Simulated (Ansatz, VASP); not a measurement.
## Ge: VASP beside Ansatz

INCAR

```
SYSTEM = Ge
PREC = Accurate
ENCUT = 520
EDIFF = 1E-6
ISMEAR = -1
SIGMA = 0.02
LREAL = .FALSE.
LASPH = .TRUE.
NELM = 100
ALGO = Normal
ISIF = 2
LWAVE = .FALSE.
LCHARG = .TRUE.
GGA = PE
LELF = .TRUE.
LVHAR = .TRUE.
NBANDS = 21
```

File KPOINTS:

```
regular mesh
0
G
  8 8 8
  0 0 0
```

The input POSCAR:

```
Ge
1.0
    0.0212765513      2.8368735117      2.8368735117
    2.8368735117      0.0212765513      2.8368735117
    2.8581500630      2.8581500630      0.0000000000
Ge
2
Direct
    0.0009270610      0.0009270610     -0.0009270610
    0.2490729390      0.2490729390      0.2509270610
```

Input for Ansatz:

```yaml
crystal:
  lattice:
    - [0.0212765513, 2.8368735117, 2.8368735117]
    - [2.8368735117, 0.0212765513, 2.8368735117]
    - [2.858150063, 2.858150063, 0.0]
  atoms:
    - { symbol: Ge, position: [0.000927061, 0.000927061, -0.000927061] }
    - { symbol: Ge, position: [0.249072939, 0.249072939, 0.250927061] }
kpoints:
  mp_grid: { grid: [8, 8, 8] }
  band_path:
    path:
      - [0.0, 0.0, 0.0]
      - [0.5, 0.0, 0.5]
      - [0.625, 0.25, 0.625]
      - [0.375, 0.375, 0.75]
      - [0.5, 0.5, 0.5]
      - [0.5, 0.25, 0.75]
      - [-0.004232, -0.004232, -0.008464]
      - [-0.005208, -0.005208, -0.001912]
    npoints: 1
hamiltonian:
  xc: pbe
scf:
  occupations: { method: fermi_dirac, width: 0.02 }
  n_extra_bands: 4
output:
  forces: true
  stress: true
  eigenvalues: true
```

Change from the starting cell: shear_xy strain +1.5%.

Alike in both runs: task single point; functional PBE; k mesh 8 × 8 × 8; occupations fermi-dirac, width 0.02 eV; no spin polarisation.

```csv
,VASP,Ansatz
version,VASP 6.6.1,Ansatz 0.2.0
potentials or method,"VASP PAW PBE potentials, release 64 (Ge_d)","plane waves, PAW"
plane-wave cutoff (eV),520,420
valence electrons in the cell,28,28
```

VASP gave:

```
pressure (GPa)                                                : 3.0
traceless stress, the component that is largest in VASP (GPa) : -0.92
rms of the force components (eV/Å)                            : 0.015
```

Problem. Which values does Ansatz return?

Solution. Pressure (GPa): 3.0; traceless stress, the component that is largest in VASP (GPa): -0.91; rms of the force components (eV/Å): 0.015.

Atom by atom the forces differ by 0.000 eV/Å (rms over components).
